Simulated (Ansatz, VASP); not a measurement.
Two plane-wave programs on Eu3Si

```
Eu Si
1.0
     4.83791    0.00000    0.00000
     0.00000    4.83791    0.00000
     0.00000    0.00000    4.83791
Eu Si
3 1
Direct
  0.00000 0.50000 0.50000
  0.50000 0.50000 0.00000
  0.50000 0.00000 0.50000
  0.00000 0.00000 0.00000
```

Alike in both runs: task single point; functional PBEsol; k mesh 8 × 8 × 8; occupations gaussian, width 0.05 eV; collinear spin.

```csv
,VASP,Ansatz
version,VASP 6.6.1,Ansatz 0.2.0
potentials or method,"VASP PAW PBE potentials, release 64 (Eu, Si), cutoff 520 eV","scalar-relativistic, plane waves, PAW"
valence electrons in the cell,55,55
```

|  | VASP | Ansatz | Ansatz less VASP |
| --- | --- | --- | --- |
| gap on the k mesh at the Fermi level (eV) | none | none | - |
| pressure (GPa) | -2.8 | -2.5 | +0.24 |
| net moment per atom (μB) | 5.41 | 5.42 | +0.003 |
| size of the moment on the site where the two differ most (μB) | 6.69 | 6.99 | +0.301 |

VASP's potentials were made for PBE, not for PBEsol. Site moments also hang on the region over which each program counts them. A gap of «none» marks a metal or a gap that the smearing closes.

Spin-orbit coupling is off throughout. Noted on VASP's run: too few bands were computed for a metal, which touches its energy and stress.
